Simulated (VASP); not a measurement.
The system is Te.

```
Te
1.0
     3.84559   -2.16243    0.00000
     3.84559    2.16243    0.00000
    -0.09492    0.00000    6.01567
Te
3
Direct
  0.00000 0.00000 0.00000
  0.30945 0.30945 0.33881
  0.69055 0.69055 0.66119
```

Base run:

- Program: VASP 6.6.1
- Functional: r2SCAN
- Potentials or basis: VASP PAW PBE potentials, release 64 (Te)
- Cutoff: 520 eV
- k mesh: 7 × 7 × 5
- Occupations: fermi-dirac, width 0.05 eV
- Spin: no spin polarisation

Its results: pressure -0.9 GPa; largest force 0.047 eV/Å.

Task: The run is repeated on the same cell with these changes: functional from r2SCAN to LDA; potentials or basis from VASP PAW PBE potentials, release 64 (Te) to VASP PAW LDA potentials, release 64 (Te). What comes out?

Result: Pressure -3.6 GPa; largest force 0.029 eV/Å.

Caveats: the PAW data sets were made with another functional, which shifts forces and pressure a little (some runs).
